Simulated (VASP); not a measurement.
A run of VASP 6.6.1 is set up as follows.

File INCAR:

```
ALGO = Normal
EDIFF = 1E-6
ENCUT = 520
GGA = CA
ISIF = 2
ISMEAR = -1
LASPH = True
LCHARG = False
LREAL = False
LWAVE = False
NBANDS = 11
NELM = 80
PREC = Accurate
SIGMA = 0.05
```

The input KPOINTS:

```
k-points
0
Gamma
  11 11 11
```

Contents of POSCAR:

```
Ba
1.0
   -2.2446212260      2.2446212260      2.2446212260
    2.2446212260     -2.2446212260      2.2446212260
    2.2446212260      2.2446212260     -2.2446212260
Ba
1
Direct
    0.0000000000      0.0000000000      0.0000000000
```

Potentials or basis: VASP PAW LDA potentials, release 64 (Ba_sv).

Launch:

```sh
$ cat potpaw_LDA.64/Ba_sv/POTCAR > POTCAR
$ mpirun -np 1 vasp_std > vasp.out
```

(1) Predict the pressure.

(2) What does it give for the band gap on the k mesh?

Results:

(1) 2.5 GPa.

(2) zero (bands 5 and 6 overlap by 1.60 eV).

Caveat: spin-orbit coupling is left out, which moves the levels of the heavy elements.
